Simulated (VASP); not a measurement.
# Pb (Fd-3m) in VASP: further runs

Pb is run at these levels: PBE; tasks: electric field gradients.

Everything below comes from runs of VASP 6.6.1. Logs are shortened: lines on timing, memory, paths and dates and some standing lists are left out, and cuts for length are marked.

## Step 1: The cell of the first run

Symmetry: Fd-3m, No. 227, cubic system. The conventional cell has a = 6.834 Å, b = 6.834 Å, c = 6.834 Å, α = 90.00°, β = 90.00°, γ = 90.00°. Pb (site symmetry -43m) has 4 Pb at 2.96 Å within 3.9 Å.

This isn't the form of Pb at room conditions, which is fcc.

## Step 2: Electric field gradients, PBE

Input file INCAR:

```
SYSTEM = Pb
PREC = Accurate
ENCUT = 520
EDIFF = 1E-8
ISMEAR = -1
SIGMA = 0.05
LREAL = .False.
LASPH = .True.
NELM = 100
ALGO = Normal
ISIF = 2
LWAVE = .False.
LCHARG = .False.
GGA = PE
LEFG = .True.
NBANDS = 21
```

Input file KPOINTS:

```
regular mesh
0
Gamma
  8 8 8
  0 0 0
```

Input file POSCAR:

```
Pb
1.0
    0.0000000000      3.4168854378      3.4168854378
    3.4168854378      0.0000000000      3.4168854378
    3.4168854378      3.4168854378      0.0000000000
Pb
2
Direct
   -0.1250000000     -0.1250000000     -0.1250000000
    0.1250000000      0.1250000000      0.1250000000
```

Potentials or basis: VASP PAW PBE potentials, release 64 (Pb_d).

On the command line:

```console
$ cat potpaw_PBE.64/Pb_d/POTCAR > POTCAR
$ mpirun -np 1 vasp_std > vasp.out
```

OUTCAR:

```text
SYSTEM = Pb
   PREC = Accurate
   ENCUT = 520
   EDIFF = 1E-8
   ISMEAR = -1
   LREAL = .False.
   LASPH = .True.
   NELM = 100
   ISIF = 2
   GGA = PE

 ion  position               nearest neighbor table
   1  0.875  0.875  0.875-   2 2.96   2 2.96   2 2.96   2 2.96
   2  0.125  0.125  0.125-   1 2.96   1 2.96   1 2.96   1 2.96

  LATTYP: Found a face centered cubic cell.
 ALAT       =     6.8337708756

  Lattice vectors:

 A1 = (   0.0000000000,   3.4168854378,   3.4168854378)
 A2 = (   3.4168854378,   0.0000000000,   3.4168854378)
 A3 = (   3.4168854378,   3.4168854378,   0.0000000000)

Analysis of symmetry for initial positions (statically):
=====================================================================
 Subroutine PRICEL returns:
 Original cell was already a primitive cell.

 Routine SETGRP: Setting up the symmetry group for a
 face centered cubic supercell.

 Subroutine GETGRP returns: Found 48 space group operations
 (whereof 12 operations were pure point group operations)
 out of a pool of 48 trial point group operations.

The static configuration has the point symmetry D_3d.
 The point group associated with its full space group is O_h .

Analysis of symmetry for dynamics (positions and initial velocities):
=====================================================================
 Subroutine PRICEL returns:
 Original cell was already a primitive cell.

 Routine SETGRP: Setting up the symmetry group for a
 face centered cubic supercell.

 Subroutine GETGRP returns: Found 48 space group operations
 (whereof 12 operations were pure point group operations)
 out of a pool of 48 trial point group operations.

The dynamic configuration has the point symmetry D_3d.
 The point group associated with its full space group is O_h .

 Subroutine INISYM returns: Found 48 space group operations
 (whereof 12 operations are pure point group operations),
 and found     1 'primitive' translations

----------------------------------------------------------------------------------------

                                     Primitive cell

  volume of cell :      79.7850

  direct lattice vectors                    reciprocal lattice vectors
     0.000000000  3.416885438  3.416885438    -0.146332094  0.146332094  0.146332094
     3.416885438  0.000000000  3.416885438     0.146332094 -0.146332094  0.146332094
     3.416885438  3.416885438  0.000000000     0.146332094  0.146332094 -0.146332094

  length of vectors
     4.832205727  4.832205727  4.832205727     0.253454621  0.253454621  0.253454621

  position of ions in fractional coordinates (direct lattice)
     0.875000000  0.875000000  0.875000000
     0.125000000  0.125000000  0.125000000

  ion indices of the primitive-cell ions
   primitive index   ion index
                 1           1
                 2           2

----------------------------------------------------------------------------------------

 KPOINTS: regular mesh

Automatic generation of k-mesh.
 Grid dimensions read from file:
 generate k-points for:    8    8    8

 Generating k-lattice:

  Cartesian coordinates                     Fractional coordinates (reciprocal lattice)
    -0.018291512  0.018291512  0.018291512     0.125000000  0.000000000  0.000000000
     0.018291512 -0.018291512  0.018291512     0.000000000  0.125000000  0.000000000
     0.018291512  0.018291512 -0.018291512     0.000000000  0.000000000  0.125000000

  Length of vectors
     0.031681828  0.031681828  0.031681828

  Shift w.r.t. Gamma in fractional coordinates (k-lattice)
     0.000000000  0.000000000  0.000000000

 Subroutine IBZKPT returns following result:
 ===========================================

 Found     29 irreducible k-points:

 Following reciprocal coordinates:
            Coordinates               Weight
  0.000000  0.000000  0.000000      1.000000
  0.125000  0.000000  0.000000      8.000000
  0.250000  0.000000  0.000000      8.000000
  0.375000  0.000000  0.000000      8.000000
  0.500000  0.000000  0.000000      4.000000
  0.125000  0.125000  0.000000      6.000000
[... 16 lines left out ...]
  0.500000  0.250000  0.125000     48.000000
 -0.375000  0.250000  0.125000     24.000000
 [... further k-points ...]
   k-points           NKPTS =     29   k-points in BZ     NKDIM =     29   number of bands    NBANDS=     21
   number of dos      NEDOS =    301   number of ions     NIONS =      2
   total plane-waves  NPLWV =  46656
   dimension x,y,z NGX =    36 NGY =   36 NGZ =   36
   dimension x,y,z NGXF=    72 NGYF=   72 NGZF=   72
   ions per type =               2
   NGX,Y,Z   is equivalent  to a cutoff of  12.39, 12.39, 12.39 a.u.
   NGXF,Y,Z  is equivalent  to a cutoff of  24.77, 24.77, 24.77 a.u.
 SYSTEM =  Pb
   PREC   = accura    normal or accurate (medium, high low for compatibility)
   ISTART =      0    job   : 0-new  1-cont  2-samecut
   ICHARG =      2    charge: 1-file 2-atom 10-const
   ISPIN  =      1    spin polarized calculation?
   LNONCOLLINEAR =      F non collinear calculations
   LSORBIT =      F    spin-orbit coupling
   LASPH  =      T    aspherical Exc in radial PAW
   ENCUT  =  520.0 eV  38.22 Ry    6.18 a.u.   8.98  8.98  8.98*2*pi/ulx,y,z
   NELM   =    100;   NELMIN=  2; NELMDL= -5     # of ELM steps
   EDIFF  = 0.1E-07   stopping-criterion for ELM
   LREAL  =      F    real-space projection
   EDIFFG = 0.1E-06   stopping-criterion for IOM
   NSW    =      0    number of steps for IOM
   IBRION =     -1    ionic relax: 0-MD 1-quasi-New 2-CG
   NFREE  =      0    steps in history (QN), initial steepest desc. (CG)
   ISIF   =      2    stress and relaxation
   ISYM   =      2    0-nonsym 1-usesym 2-fastsym
   POTIM  = 0.5000    time-step for ionic-motion
   TEBEG  =    0.0;   TEEND  =   0.0 temperature during run
   PSTRESS=    0.0 pullay stress
   NELECT =      28.0000    total number of electrons
   NUPDOWN=      -1.0000    fix difference up-down
   EMIN   =  10.00;   EMAX   =-10.00  energy-range for DOS
   EFERMI =   0.00;   METHOD = LEGACY
   ISMEAR =    -1;   SIGMA  =   0.05  broadening in eV -4-tet -1-fermi 0-gaus
   EFERMI_NEDOS =   21; number of points for ismear=-14 and -15
   IALGO  =     38    algorithm
   IMIX   =      4    mixing-type and parameters
     AMIX     =   0.40;   BMIX     =  1.00
     AMIX_MAG =   1.60;   BMIX_MAG =  1.00
  volume/ion in A,a.u.               =      39.89       269.21
  Fermi-wavevector in a.u.,A,eV,Ry     =   1.154748  2.182157 18.142582  1.333442
  Thomas-Fermi vector in A             =   2.291382
   LORBIT       =      0    0 simple, 1 ext, 2 COOP (PROOUT), +10 PAW based schemes
   GGA     = PE    functional components
   LHFCALC =     F    Hartree Fock is set to
   AEXX    =    0.0000 exact exchange contribution
   IVDW    =     0    specifies the selected vdW correction
   LEPSILON=     F    determine dielectric tensor
   LRPA    =     F    only Hartree local field effects (RPA)
 non-spin polarized calculation
  energy-cutoff  :      520.00
  volume of cell :       79.79
 maximum number of plane-waves:      2180
   NGX = 17   NGY = 17   NGZ = 17

 number of electron      28.0000008 magnetization

 Free energy of the ion-electron system (eV)
  ---------------------------------------------------
  ext. energy  EPLUGINS =         0.00000000
  ---------------------------------------------------
  free energy    TOTEN  =        -6.53928636 eV

  energy without entropy =       -6.53524133  energy(sigma->0) =       -6.53726384

 E-fermi :   4.5761     XC(G=0):  -8.5091

 val. band max:        4.2540464664   @ k =   0.1250   0.1250   0.0000
 cond. band min:       4.5875907028   @ k =  -0.1250   0.1250   0.0000
 fundamental gap:      0.3335442364
 Fermi energy:         4.5761092425

 k-point     1 :       0.0000    0.0000    0.0000
  band No.  band energies     occupation
      1     -12.7196      2.00000
      2     -12.7196      2.00000
      3     -12.7196      2.00000
      4     -12.6399      2.00000
      5     -12.6399      2.00000
      6     -12.1884      2.00000
[... 13 lines left out ...]
     20      12.5276      0.00000
     21      12.5276      0.00000
[... 529 lines left out ...]
 k-point    24 :      -0.3750    0.2500    0.1250
  band No.  band energies     occupation
      1     -12.8137      2.00000
      2     -12.7896      2.00000
      3     -12.6298      2.00000
      4     -12.5096      2.00000
      5     -12.4831      2.00000
      6     -12.3765      2.00000
[... 13 lines left out ...]
     20      12.4970      0.00000
     21      13.2366      0.00000

 [... further k-points ...]

------------------------ aborting loop because EDIFF is reached ----------------------------------------

  FORCE on cell =-STRESS in cart. coord.  units (eV):
  Direction    XX          YY          ZZ          XY          YZ          ZX
  --------------------------------------------------------------------------------------
  -------------------------------------------------------------------------------------
  Total        1.5138881      1.5138881      1.5138881      0.0000000      0.0000000      0.0000000
  in kB       30.4006669     30.4006669     30.4006669      0.0000000      0.0000000      0.0000000
  external PRESSURE =      30.4006669 kB  Pullay stress =       0.0000000 kB

 VOLUME and BASIS-vectors are now :
 -----------------------------------------------------------------------------
  energy-cutoff  :      520.00
  volume of cell :       79.79
      direct lattice vectors                 reciprocal lattice vectors
     0.000000000  3.416885438  3.416885438    -0.146332094  0.146332094  0.146332094
     3.416885438  0.000000000  3.416885438     0.146332094 -0.146332094  0.146332094
     3.416885438  3.416885438  0.000000000     0.146332094  0.146332094 -0.146332094

 POSITION                                       TOTAL-FORCE (eV/Angst)
 -----------------------------------------------------------------------------------
      5.97955      5.97955      5.97955         0.000000     -0.000000     -0.000000
      0.85422      0.85422      0.85422        -0.000000      0.000000      0.000000
 -----------------------------------------------------------------------------------
    total drift:                                0.000000      0.000000      0.000000

  FREE ENERGIE OF THE ION-ELECTRON SYSTEM (eV)
  ---------------------------------------------------
  free  energy   TOTEN  =        -6.5392863600 eV

  energy  without entropy=       -6.5352413295  energy(sigma->0) =       -6.53726384

 Electric field gradients (V/A^2)
---------------------------------------------------------------------
 ion       V_xx      V_yy      V_zz      V_xy      V_xz      V_yz
---------------------------------------------------------------------
   1       0.000    -0.000    -0.000    -0.000    -0.000    -0.000
   2       0.000    -0.000    -0.000    -0.000    -0.000    -0.000
---------------------------------------------------------------------

 Electric field gradients after diagonalization (V/A^2)
 (convention: |V_zz| > |V_xx| > |V_yy|)
----------------------------------------------------------------------
 ion       V_xx      V_yy      V_zz     asymmetry (V_yy - V_xx)/ V_zz
----------------------------------------------------------------------
   1       0.000     0.000    -0.001       0.000
   2       0.000     0.000    -0.001       0.000
----------------------------------------------------------------------

           NMR quadrupolar parameters

 Cq : quadrupolar parameter    Cq=e*Q*V_zz/h
 eta: asymmetry parameters     (V_yy - V_xx)/ V_zz
 Q  : nuclear electric quadrupole moment in mb (millibarn)
----------------------------------------------------------------------
 ion       Cq(MHz)       eta       Q (mb)
----------------------------------------------------------------------
   1      -0.000       0.000       1.000
   2      -0.000       0.000       1.000
----------------------------------------------------------------------
```

Run time: 39 s. Hardware: 1 thread of Intel Xeon Platinum 8259CL at 2.50GHz (Skylake/Cascade Lake), shared host; peak memory 0.21 GiB.

What came out:

| Quantity | Value |
| --- | --- |
| Free energy | -6.5393 eV |
| Pressure | 3.0 GPa |
| Band gap on the k mesh | zero (bands 14 and 15 overlap by 1.18 eV) |
| Largest electric field gradient by atom | zero within the noise of the run |

Caveat: the cell stands under pressure; spin-orbit coupling is left out, which moves the levels of the heavy elements.

(Continued in part 2 of 2.)
